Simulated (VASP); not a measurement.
# Pb (Fm-3m) in VASP: further runs

Pb is run at these levels: PBE; tasks: single point, relaxation of cell and atoms.

All numbers are computed with VASP 6.6.1; they aren't measurements. Logs are shortened: lines on timing, memory, paths and dates and some standing lists are left out, and cuts for length are marked.

## 1. The cell of the first run

The structure is cubic, space group Fm-3m (No. 225). The conventional cell has a = 5.045 Å, b = 5.045 Å, c = 5.045 Å, α = 90.00°, β = 90.00°, γ = 90.00°. Within 4.7 Å of Pb (site symmetry m-3m) lie 12 Pb at 3.57 Å.

## 2. Single point, PBE

Contents of INCAR:

```
PREC = Accurate
ENCUT = 520
EDIFF = 1E-7
ISMEAR = -1
SIGMA = 0.02
LREAL = False
LASPH = True
NELM = 100
ALGO = Normal
ISIF = 2
LWAVE = False
LCHARG = False
GGA = PE
NBANDS = 13
```

Contents of KPOINTS:

```
regular mesh
0
Gamma
  8 8 8
```

Contents of POSCAR:

```
Pb
1.0
    0.0000000000      2.5224566213      2.5224566213
    2.5224566213      0.0000000000      2.5224566213
    2.5224566213      2.5224566213      0.0000000000
Pb
1
Direct
    0.0000000000      0.0000000000      0.0000000000
```

Potentials or basis: VASP PAW PBE potentials, release 64 (Pb_d).

The run is started by

```console
cat potpaw_PBE.64/Pb_d/POTCAR > POTCAR
mpirun -np 1 vasp_std > vasp.out
```

OUTCAR:

```text
PREC = Accurate
   ENCUT = 520
   EDIFF = 1E-7
   ISMEAR = -1
   LREAL = False
   LASPH = True
   NELM = 100
   ISIF = 2
   GGA = PE

 ion  position               nearest neighbor table
   1  0.000  0.000  0.000-

  LATTYP: Found a face centered cubic cell.
 ALAT       =     5.0449132426

  Lattice vectors:

 A1 = (   0.0000000000,   2.5224566213,   2.5224566213)
 A2 = (   2.5224566213,   0.0000000000,   2.5224566213)
 A3 = (   2.5224566213,   2.5224566213,   0.0000000000)

Analysis of symmetry for initial positions (statically):
=====================================================================
 Subroutine PRICEL returns:
 Original cell was already a primitive cell.

 Routine SETGRP: Setting up the symmetry group for a
 face centered cubic supercell.

 Subroutine GETGRP returns: Found 48 space group operations
 (whereof 48 operations were pure point group operations)
 out of a pool of 48 trial point group operations.

The static configuration has the point symmetry O_h .

Analysis of symmetry for dynamics (positions and initial velocities):
=====================================================================
 Subroutine PRICEL returns:
 Original cell was already a primitive cell.

 Routine SETGRP: Setting up the symmetry group for a
 face centered cubic supercell.

 Subroutine GETGRP returns: Found 48 space group operations
 (whereof 48 operations were pure point group operations)
 out of a pool of 48 trial point group operations.

The dynamic configuration has the point symmetry O_h .

 Subroutine INISYM returns: Found 48 space group operations
 (whereof 48 operations are pure point group operations),
 and found     1 'primitive' translations

----------------------------------------------------------------------------------------

                                     Primitive cell

  volume of cell :      32.0997

  direct lattice vectors                    reciprocal lattice vectors
     0.000000000  2.522456621  2.522456621    -0.198219464  0.198219464  0.198219464
     2.522456621  0.000000000  2.522456621     0.198219464 -0.198219464  0.198219464
     2.522456621  2.522456621  0.000000000     0.198219464  0.198219464 -0.198219464

  length of vectors
     3.567292364  3.567292364  3.567292364     0.343326183  0.343326183  0.343326183

  position of ions in fractional coordinates (direct lattice)
     0.000000000  0.000000000  0.000000000

  ion indices of the primitive-cell ions
   primitive index   ion index
                 1           1

----------------------------------------------------------------------------------------

 KPOINTS: regular mesh

Automatic generation of k-mesh.
 Grid dimensions read from file:
 generate k-points for:    8    8    8

 Generating k-lattice:

  Cartesian coordinates                     Fractional coordinates (reciprocal lattice)
    -0.024777433  0.024777433  0.024777433     0.125000000  0.000000000  0.000000000
     0.024777433 -0.024777433  0.024777433     0.000000000  0.125000000  0.000000000
     0.024777433  0.024777433 -0.024777433     0.000000000  0.000000000  0.125000000

  Length of vectors
     0.042915773  0.042915773  0.042915773

  Shift w.r.t. Gamma in fractional coordinates (k-lattice)
     0.000000000  0.000000000  0.000000000

 Subroutine IBZKPT returns following result:
 ===========================================

 Found     29 irreducible k-points:

 Following reciprocal coordinates:
            Coordinates               Weight
  0.000000  0.000000  0.000000      1.000000
  0.125000  0.000000  0.000000      8.000000
  0.250000  0.000000  0.000000      8.000000
  0.375000  0.000000  0.000000      8.000000
  0.500000  0.000000  0.000000      4.000000
  0.125000  0.125000  0.000000      6.000000
[... 16 lines left out ...]
  0.500000  0.250000  0.125000     48.000000
 -0.375000  0.250000  0.125000     24.000000
 [... further k-points ...]
   k-points           NKPTS =     29   k-points in BZ     NKDIM =     29   number of bands    NBANDS=     13
   number of dos      NEDOS =    301   number of ions     NIONS =      1
   total plane-waves  NPLWV =  21952
   dimension x,y,z NGX =    28 NGY =   28 NGZ =   28
   dimension x,y,z NGXF=    56 NGYF=   56 NGZF=   56
   ions per type =               1
   NGX,Y,Z   is equivalent  to a cutoff of  13.05, 13.05, 13.05 a.u.
   NGXF,Y,Z  is equivalent  to a cutoff of  26.10, 26.10, 26.10 a.u.
 SYSTEM =  unknown system
   PREC   = accura    normal or accurate (medium, high low for compatibility)
   ISTART =      0    job   : 0-new  1-cont  2-samecut
   ICHARG =      2    charge: 1-file 2-atom 10-const
   ISPIN  =      1    spin polarized calculation?
   LNONCOLLINEAR =      F non collinear calculations
   LSORBIT =      F    spin-orbit coupling
   LASPH  =      T    aspherical Exc in radial PAW
   ENCUT  =  520.0 eV  38.22 Ry    6.18 a.u.   6.63  6.63  6.63*2*pi/ulx,y,z
   NELM   =    100;   NELMIN=  2; NELMDL= -5     # of ELM steps
   EDIFF  = 0.1E-06   stopping-criterion for ELM
   LREAL  =      F    real-space projection
   EDIFFG = 0.1E-05   stopping-criterion for IOM
   NSW    =      0    number of steps for IOM
   IBRION =     -1    ionic relax: 0-MD 1-quasi-New 2-CG
   NFREE  =      0    steps in history (QN), initial steepest desc. (CG)
   ISIF   =      2    stress and relaxation
   ISYM   =      2    0-nonsym 1-usesym 2-fastsym
   POTIM  = 0.5000    time-step for ionic-motion
   TEBEG  =    0.0;   TEEND  =   0.0 temperature during run
   PSTRESS=    0.0 pullay stress
   NELECT =      14.0000    total number of electrons
   NUPDOWN=      -1.0000    fix difference up-down
   EMIN   =  10.00;   EMAX   =-10.00  energy-range for DOS
   EFERMI =   0.00;   METHOD = LEGACY
   ISMEAR =    -1;   SIGMA  =   0.02  broadening in eV -4-tet -1-fermi 0-gaus
   EFERMI_NEDOS =   21; number of points for ismear=-14 and -15
   IALGO  =     38    algorithm
   IMIX   =      4    mixing-type and parameters
     AMIX     =   0.40;   BMIX     =  1.00
     AMIX_MAG =   1.60;   BMIX_MAG =  1.00
  volume/ion in A,a.u.               =      32.10       216.62
  Fermi-wavevector in a.u.,A,eV,Ry     =   1.241511  2.346115 20.971324  1.541349
  Thomas-Fermi vector in A             =   2.375905
   LORBIT       =      0    0 simple, 1 ext, 2 COOP (PROOUT), +10 PAW based schemes
   GGA     = PE    functional components
   LHFCALC =     F    Hartree Fock is set to
   AEXX    =    0.0000 exact exchange contribution
   IVDW    =     0    specifies the selected vdW correction
   LEPSILON=     F    determine dielectric tensor
   LRPA    =     F    only Hartree local field effects (RPA)
 non-spin polarized calculation
  energy-cutoff  :      520.00
  volume of cell :       32.10
 maximum number of plane-waves:       887
   NGX = 13   NGY = 13   NGZ = 13

 number of electron      14.0000003 magnetization

 Free energy of the ion-electron system (eV)
  ---------------------------------------------------
  ext. energy  EPLUGINS =         0.00000000
  ---------------------------------------------------
  free energy    TOTEN  =        -3.58057523 eV

  energy without entropy =       -3.58022747  energy(sigma->0) =       -3.58040135

 E-fermi :   6.4816     XC(G=0):  -9.9136

 val. band max:        6.4170751899   @ k =   0.3750   0.2500   0.0000
 cond. band min:       6.7728164678   @ k =  -0.3750   0.2500   0.0000
 fundamental gap:      0.3557412778
 Fermi energy:         6.4816030921

 k-point     1 :       0.0000    0.0000    0.0000
  band No.  band energies     occupation
      1     -10.3718      2.00000
      2     -10.3718      2.00000
      3     -10.3718      2.00000
      4     -10.2548      2.00000
      5     -10.2548      2.00000
      6      -4.7192      2.00000
      7      13.6371      0.00000
      8      13.6371      0.00000
      9      13.6371      0.00000
     10      16.3825      0.00000
     11      17.2821      0.00000
     12      18.7365      0.00000
     13      18.7365      0.00000

 k-point     2 :       0.1250    0.0000    0.0000
  band No.  band energies     occupation
      1     -10.3719      2.00000
      2     -10.3550      2.00000
      3     -10.3550      2.00000
      4     -10.2541      2.00000
      5     -10.2541      2.00000
      6      -4.4362      2.00000
      7      10.9832      0.00000
      8      13.3121      0.00000
      9      13.3121      0.00000
     10      15.8203      0.00000
     11      18.5744      0.00000
     12      19.3005      0.00000
     13      19.3005      0.00000

 k-point     3 :       0.2500    0.0000    0.0000
  band No.  band energies     occupation
      1     -10.3758      2.00000
      2     -10.3418      2.00000
      3     -10.3418      2.00000
      4     -10.2241      2.00000
      5     -10.2241      2.00000
      6      -3.5984      2.00000
      7       7.3276      0.00000
      8      12.6697      0.00000
      9      12.6697      0.00000
     10      15.3923      0.00000
     11      17.9011      0.00000
     12      18.6601      0.00000
     13      18.6601      0.00000
[... 305 lines left out ...]
 k-point    23 :       0.5000    0.2500    0.1250
  band No.  band energies     occupation
      1     -10.3797      2.00000
      2     -10.3503      2.00000
      3     -10.2804      2.00000
      4     -10.2134      2.00000
      5     -10.1597      2.00000
      6      -1.6740      2.00000
      7       4.8868      2.00000
      8       8.0951      0.00000
      9      10.3291      0.00000
     10      15.2966      0.00000
     11      17.4304      0.00000
     12      18.7872      0.00000
     13      21.4565      0.00000

 k-point    24 :      -0.3750    0.2500    0.1250
  band No.  band energies     occupation
      1     -10.3728      2.00000
      2     -10.3537      2.00000
      3     -10.2678      2.00000
      4     -10.2173      2.00000
      5     -10.1463      2.00000
      6      -0.8747      2.00000
      7       3.5956      2.00000
      8       7.9752      0.00000
      9       9.8200      0.00000
     10      15.2045      0.00000
     11      17.2310      0.00000
     12      21.4449      0.00000
     13      21.7287      0.00000

 [... further k-points ...]

------------------------ aborting loop because EDIFF is reached ----------------------------------------

  FORCE on cell =-STRESS in cart. coord.  units (eV):
  Direction    XX          YY          ZZ          XY          YZ          ZX
  --------------------------------------------------------------------------------------
  -------------------------------------------------------------------------------------
  Total       -0.0246618     -0.0246618     -0.0246618     -0.0000000      0.0000000      0.0000000
  in kB       -1.2309343     -1.2309343     -1.2309343     -0.0000000      0.0000000      0.0000000
  external PRESSURE =      -1.2309343 kB  Pullay stress =       0.0000000 kB

 VOLUME and BASIS-vectors are now :
 -----------------------------------------------------------------------------
  energy-cutoff  :      520.00
  volume of cell :       32.10
      direct lattice vectors                 reciprocal lattice vectors
     0.000000000  2.522456621  2.522456621    -0.198219464  0.198219464  0.198219464
     2.522456621  0.000000000  2.522456621     0.198219464 -0.198219464  0.198219464
     2.522456621  2.522456621  0.000000000     0.198219464  0.198219464 -0.198219464

 POSITION                                       TOTAL-FORCE (eV/Angst)
 -----------------------------------------------------------------------------------
      0.00000      0.00000      0.00000         0.000000      0.000000      0.000000
 -----------------------------------------------------------------------------------
    total drift:                               -0.000000     -0.000000     -0.000000

  FREE ENERGIE OF THE ION-ELECTRON SYSTEM (eV)
  ---------------------------------------------------
  free  energy   TOTEN  =        -3.5805752303 eV

  energy  without entropy=       -3.5802274653  energy(sigma->0) =       -3.58040135
```

It took 23 s on 1 thread of Intel Xeon 8259CL, shared host; peak memory 0.16 GiB.

What came out:

| Property | Result |
| --- | --- |
| Free energy | -3.5806 eV |
| Pressure | -0.1 GPa |
| Band gap on the k mesh | zero (bands 7 and 8 overlap by 8.24 eV) |

Caveat: spin-orbit coupling is left out, which moves the levels of the heavy elements.

## 3. Relaxation of cell and atoms, PBE

This run uses another cell than the first one, of 30.32 Å³/atom.

Contents of INCAR:

```
SYSTEM = Pb
PREC = Accurate ; ENCUT = 600
EDIFF = 1E-6 ; ISMEAR = -1
SIGMA = 0.02 ; LREAL = .FALSE.
LASPH = .TRUE. ; NELM = 60
ALGO = Normal ; ISIF = 3
LWAVE = .FALSE. ; LCHARG = .FALSE.
GGA = PE ; IBRION = 2
NSW = 80 ; EDIFFG = -0.02
```

Contents of KPOINTS:

```
Automatic mesh
0
G
  8 8 8
  0 0 0
```

Contents of POSCAR:

```
Pb
1.0
    0.0000000000      2.4750200000      2.4750200000
    2.4750200000      0.0000000000      2.4750200000
    2.4750200000      2.4750200000      0.0000000000
Pb
1
Direct
    0.0000000000      0.0000000000      0.0000000000
```

Potentials or basis: VASP PAW PBE potentials, release 64 (Pb_d).

The run is started by

```console
cat potpaw_PBE.64/Pb_d/POTCAR > POTCAR
mpirun -np 1 vasp_std > vasp.out
```

OUTCAR:

```text
SYSTEM = Pb
   PREC = Accurate
   ENCUT = 600
   EDIFF = 1E-6
   ISMEAR = -1
   LREAL = .FALSE.
   LASPH = .TRUE.
   NELM = 60
   ISIF = 3
   GGA = PE
   IBRION = 2
   NSW = 80
   EDIFFG = -0.02

 ion  position               nearest neighbor table
   1  0.000  0.000  0.000-

  LATTYP: Found a face centered cubic cell.
 ALAT       =     4.9500400000

  Lattice vectors:

 A1 = (   0.0000000000,   2.4750200000,   2.4750200000)
 A2 = (   2.4750200000,   0.0000000000,   2.4750200000)
 A3 = (   2.4750200000,   2.4750200000,   0.0000000000)

Analysis of symmetry for initial positions (statically):
=====================================================================
 Subroutine PRICEL returns:
 Original cell was already a primitive cell.

 Routine SETGRP: Setting up the symmetry group for a
 face centered cubic supercell.

 Subroutine GETGRP returns: Found 48 space group operations
 (whereof 48 operations were pure point group operations)
 out of a pool of 48 trial point group operations.

The static configuration has the point symmetry O_h .

Analysis of symmetry for dynamics (positions and initial velocities):
=====================================================================
 Subroutine PRICEL returns:
 Original cell was already a primitive cell.

 Routine SETGRP: Setting up the symmetry group for a
 face centered cubic supercell.

 Subroutine GETGRP returns: Found 48 space group operations
 (whereof 48 operations were pure point group operations)
[... 143 lines left out ...]
  ---------------------------------------------------
  ext. energy  EPLUGINS =         0.00000000
  ---------------------------------------------------
  free energy    TOTEN  =        -3.56696279 eV

  energy without entropy =       -3.56663303  energy(sigma->0) =       -3.56679791

 E-fermi :   7.1860     XC(G=0): -10.1830

 val. band max:        7.1230640627   @ k =   0.3750   0.2500   0.0000
 cond. band min:       7.3971162708   @ k =  -0.3750   0.2500   0.0000
 fundamental gap:      0.2740522081
 Fermi energy:         7.1859633629

 k-point     1 :       0.0000    0.0000    0.0000
  band No.  band energies     occupation
      1      -9.7833      2.00000
      2      -9.7833      2.00000
      3      -9.7833      2.00000
      4      -9.6435      2.00000
      5      -9.6435      2.00000
      6      -4.4699      2.00000
      7      14.7024      0.00000
      8      14.7024      0.00000
      9      14.7024      0.00000
     10      17.0462      0.00000
     11      18.6240      0.00000
[... 391 lines left out ...]
--------------------------------------- Ionic step        3  -------------------------------------------

 number of electron      14.0000003 magnetization

 Free energy of the ion-electron system (eV)
  ---------------------------------------------------
  ext. energy  EPLUGINS =         0.00000000
  ---------------------------------------------------
  free energy    TOTEN  =        -3.58030227 eV

  energy without entropy =       -3.57995569  energy(sigma->0) =       -3.58012898

 E-fermi :   6.5075     XC(G=0):  -9.9237

 val. band max:        6.4430932379   @ k =   0.3750   0.2500   0.0000
 cond. band min:       6.7958912440   @ k =  -0.3750   0.2500   0.0000
 fundamental gap:      0.3527980062
 Fermi energy:         6.5074880341

 k-point     1 :       0.0000    0.0000    0.0000
  band No.  band energies     occupation
      1     -10.3498      2.00000
      2     -10.3498      2.00000
      3     -10.3498      2.00000
      4     -10.2321      2.00000
      5     -10.2321      2.00000
      6      -4.7099      2.00000
      7      13.6767      0.00000
      8      13.6767      0.00000
      9      13.6767      0.00000
     10      16.4075      0.00000
     11      17.3324      0.00000
[... 350 lines left out ...]
  FREE ENERGIE OF THE ION-ELECTRON SYSTEM (eV)
  ---------------------------------------------------
  free  energy   TOTEN  =        -3.5803022660 eV

  energy  without entropy=       -3.5799556862  energy(sigma->0) =       -3.58012898

 reached required accuracy - stopping structural energy minimisation
```

It took 39 s on 1 thread of Intel Xeon 8259CL, shared host; peak memory 0.17 GiB.

What came out:

| Item | Value |
| --- | --- |
| Free energy | -3.5803 eV |
| Relaxed volume | 32.03 Å³/atom |
| Relaxed cell | a = 3.565 Å, b = 3.565 Å, c = 3.565 Å, α = 60.00°, β = 60.00°, γ = 60.00° |
| Space group after relaxing (to 0.1 Å) | Fm-3m (No. 225) |
| Energy gained by relaxing | 13.3 meV/atom |
| Ionic steps | 3 |
| Pressure after relaxing | 0.0 GPa |
| Band gap on the k mesh | zero (bands 7 and 8 overlap by 8.26 eV) |

The path:
```csv
step,energy change (eV),largest force (eV/Å),pressure (GPa),volume (Å³)
1,0.0000,0.0000,2.62,30.32
2,-0.0123,0.0000,-0.67,32.55
3,-0.0133,0.0000,0.01,32.03
```

Final structure:
```
Pb
1.0
     0.00000    2.52063    2.52063
     2.52063    0.00000    2.52063
     2.52063    2.52063    0.00000
Pb
1
Direct
  0.00000 0.00000 0.00000
```

Levels at points of the mesh, in eV from the Fermi level:
```csv
k point,band 4,band 5,band 6,band 7,band 8,band 9,band 10,band 11
"(0.00, 0.00, 0.00)",-16.74,-16.74,-11.22,7.17,7.17,7.17,9.90,10.82
"(0.50, 0.00, 0.00)",-16.62,-16.62,-7.90,-3.76,5.46,5.46,9.17,9.38
"(0.50, 0.50, 0.00)",-16.60,-16.60,-6.62,-2.88,2.17,2.17,5.40,6.66
```

Caveat: spin-orbit coupling is left out, which moves the levels of the heavy elements. PBE usually gives volumes a little too large and moduli too small.
